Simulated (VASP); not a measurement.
A run of VASP 6.6.1 is set up as follows.

The input INCAR:

```
PREC = Accurate
ENCUT = 520
EDIFF = 1E-6
ISMEAR = -1
SIGMA = 0.05
LREAL = F
LASPH = T
NELM = 100
ALGO = Normal
ISIF = 2
LWAVE = F
LCHARG = F
GGA = CA
NBANDS = 17
```

KPOINTS

```
Automatic mesh
0
Gamma
  14 14 8
```

POSCAR

```
Sr
1.0
    3.2890730549      0.0000000000      0.0000000000
   -1.6445365274      2.8484208204      0.0000000000
    0.0000000000      0.0000000000      5.0578375131
Sr
2
Direct
    0.3333333333      0.6666666667      0.2500000000
    0.6666666667      0.3333333333      0.7500000000
```

Potentials or basis: VASP PAW LDA potentials, release 64 (Sr_sv).

Command:

```console
$ cat potpaw_LDA.64/Sr_sv/POTCAR > POTCAR
$ mpirun -np 1 vasp_std > vasp.out
```

(1) What does it give for the band gap on the k mesh?

(2) Estimate the pressure.

## Answers

(1) zero (band 10 reaches 5.75 eV, above the bottom of band 11 at 4.55 eV).

(2) 25.4 GPa.
